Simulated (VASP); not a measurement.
Set up this calculation in VASP 6.6.1, as the native input.

```
Task                   : single point
Functional             : r2SCAN
Potentials or basis    : VASP PAW PBE potentials, release 64 (Ti_sv, Si)
Cutoff                 : 520 eV
k mesh                 : 6 × 6 × 6
Occupations            : gaussian, width 0.1 eV
Spin                   : no spin polarisation
Dipole correction      : no
Further INCAR settings : ALGO = Normal; EDIFF = 1e-06; NBANDS = 15
```

TiSi:

```xyz
2
Lattice="2.8467 0.0000 0.0000 0.0000 2.8467 0.0000 0.0000 0.0000 3.7312" Properties=species:S:1:pos:R:3 pbc="T T T"
Ti    1.4233    1.4233    1.8656
Si    0.0000    0.0000    0.0000
```

These files were run (other wordings do the same):

POSCAR

```
TiSi
1.0
    2.8466768840      0.0000000000      0.0000000000
    0.0000000000      2.8466768840      0.0000000000
    0.0000000000      0.0000000000      3.7311800586
Ti Si
1 1
Direct
    0.5000000000      0.5000000000      0.5000000000
    0.0000000000      0.0000000000      0.0000000000
```

INCAR.step1

```
ALGO     = Normal         # electronic algorithm
EDIFF    = 1E-4           # SCF threshold, eV
ENCUT    = 520            # plane-wave cutoff, eV
GGA      = PE             # functional
ISMEAR   = 0              # smearing method
LASPH    = True           # aspherical terms in the spheres
LCHARG   = False          # write CHGCAR
LREAL    = False          # projectors in reciprocal space
LWAVE    = True           # write WAVECAR
NBANDS   = 15             # bands
NELM     = 80             # most SCF steps
PREC     = Accurate       # precision mode
SIGMA    = 0.1            # smearing width, eV
```

INCAR.step2

```
ALGO     = Normal         # electronic algorithm
EDIFF    = 1E-6           # SCF threshold, eV
ENCUT    = 520            # plane-wave cutoff, eV
ISIF     = 2              # what is computed and relaxed
ISMEAR   = 0              # smearing method
ISTART   = 1            
LASPH    = True           # aspherical terms in the spheres
LCHARG   = False          # write CHGCAR
LMIXTAU  = True         
LREAL    = False          # projectors in reciprocal space
LWAVE    = False          # write WAVECAR
METAGGA  = R2SCAN         # meta-GGA
NBANDS   = 15             # bands
NELM     = 80             # most SCF steps
PREC     = Accurate       # precision mode
SIGMA    = 0.1            # smearing width, eV
```

KPOINTS

```
k-points
0
Gamma
  6 6 6
```

Potentials or basis: VASP PAW PBE potentials, release 64 (Ti_sv, Si).

Launch:

```console
$ cat potpaw_PBE.64/Ti_sv/POTCAR potpaw_PBE.64/Si/POTCAR > POTCAR
$ cp INCAR.step1 INCAR
$ mpirun -np 1 vasp_std > vasp.out
$ cp INCAR.step2 INCAR
$ mpirun -np 1 vasp_std > vasp.out
```

Results of the run:

The pressure is -5.8 GPa. The band gap on the k mesh is zero (band 8 reaches 10.78 eV, above the bottom of band 9 at 9.42 eV).

Caveat: the k points lie up to 0.37 Å⁻¹ apart; the PAW data sets were made with another functional, which shifts forces and pressure a little.

Run time: 22 s on 1 thread of Intel(R) Xeon(R) 6975P-C (Granite Rapids), on a shared host, peak memory 0.15 GiB.
